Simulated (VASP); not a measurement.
The system is TmHgCl.

```xyz
3
Lattice="3.6712 0.0000 0.0000 0.0000 3.6712 0.0000 0.0000 0.0000 6.5104" Properties=species:S:1:pos:R:3 pbc="T T T"
Tm    0.0000    0.0000    0.0000
Hg    1.8356    1.8356    3.2552
Cl    1.8356    1.8356    0.0000
```

The cell was built from a structure type or drawn by symmetry, and may not be a known phase.

```yaml
Program: VASP 6.6.1
Task: relaxation of cell and atoms
Functional: PBE
Potentials_or_basis: VASP PAW PBE potentials, release 64 (Tm_3, Hg, Cl), 4f in core
Cutoff: 500 eV
k_mesh: 12 × 12 × 8
Occupations: gaussian, width 0.1 eV
Spin: no spin polarisation
```

At the start: pressure 0.1 GPa; volume 29.25 Å³/atom.

**Question.** How do energy, volume and symmetry change on relaxing?

**Answer.** Over 5 steps the energy falls by 4.1 meV/atom and the volume is 28.68 Å³/atom (-2.0 %); space group P4/mmm (No. 123, to 0.1 Å) before and after.

The path:
| step | energy change (eV) | largest force (eV/Å) | pressure (GPa) | volume (Å³) |
| --- | --- | --- | --- | --- |
| 1 | 0.0000 | 0.0000 | 0.08 | 87.75 |
| 2 | -0.0078 | 0.0000 | -0.38 | 87.93 |
| 3 | -0.0085 | 0.0000 | -0.55 | 87.99 |
| 4 | -0.0117 | 0.0000 | -0.21 | 86.70 |
| 5 | -0.0122 | 0.0000 | -0.03 | 86.03 |

Final structure:
```yaml
crystal:
  lattice:
    - [3.69061, 0.00000, 0.00000]
    - [0.00000, 3.69061, 0.00000]
    - [0.00000, 0.00000, 6.31641]
  atoms:
    - { symbol: Tm, position: [0.00000, 0.00000, 0.00000] }
    - { symbol: Hg, position: [0.50000, 0.50000, 0.50000] }
    - { symbol: Cl, position: [0.50000, 0.50000, 0.00000] }
```

Caveat: the run has no spin polarisation, though such a crystal can be magnetic.
